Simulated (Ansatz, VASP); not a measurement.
Given: the input of a run of VASP 6.6.1 on Ti.

INCAR

```
SYSTEM = Ti
  PREC = Accurate
  ENCUT = 500
  EDIFF = 1E-6
  ISMEAR = 0
  SIGMA = 0.05
  LREAL = .FALSE.
  LASPH = .TRUE.
  NELM = 120
  ALGO = Normal
  ISIF = 2
  LWAVE = .FALSE.
  LCHARG = .FALSE.
  GGA = PE
  NBANDS = 12
  GGA_COMPAT = .FALSE.
```

The input KPOINTS:

```
regular mesh
0
G
  11 11 11
  0 0 0
```

Contents of POSCAR:

```
Ti
1.0
   -1.6410000000      1.6410000000      1.6410000000
    1.6410000000     -1.6410000000      1.6410000000
    1.6410000000      1.6410000000     -1.6410000000
Ti
1
Direct
    0.0000000000      0.0000000000      0.0000000000
```

Potentials or basis: VASP PAW PBE potentials, release 64 (Ti_sv).

The run is started by

```bash
$ cat potpaw_PBE.64/Ti_sv/POTCAR > POTCAR
$ mpirun -np 1 vasp_std > vasp.out
```

Translate it to Ansatz 0.2.0. Potentials there: all-electron LAPW, scalar-relativistic.

As run (the cutoff follows the program's own potentials):

File input.yaml:

```yaml
crystal:
  lattice:
    - [-1.641, 1.641, 1.641]
    - [1.641, -1.641, 1.641]
    - [1.641, 1.641, -1.641]
  atoms:
    - { symbol: Ti, position: [0.0, 0.0, 0.0] }
kpoints:
  mp_grid: { grid: [11, 11, 11] }
scf:
  occupations: { method: gaussian, width: 0.05 }
hamiltonian:
  xc: pbe
  pseudopotentials: { kind: all_electron, lapw: { basis_error: 0.001 } }
output:
  forces: true
  stress: true
  eigenvalues: true
```

Potentials or basis: all-electron LAPW, scalar-relativistic.

Command:

```console
$ ansatz run input.yaml --threads 1 --pin off --max-ram 3072MiB --backend cpu --events-out ev --progress --plain --runs-dir out
```

Both were run:

|  | VASP | Ansatz | Ansatz less VASP |
| --- | --- | --- | --- |
| gap on the k mesh at the Fermi level (eV) | none | none | - |
| pressure (GPa) | -3.0 | -2.7 | +0.26 |

A gap of «none» marks a metal or a gap that the smearing closes. Ansatz ran all-electron here, and VASP with PAW potentials.
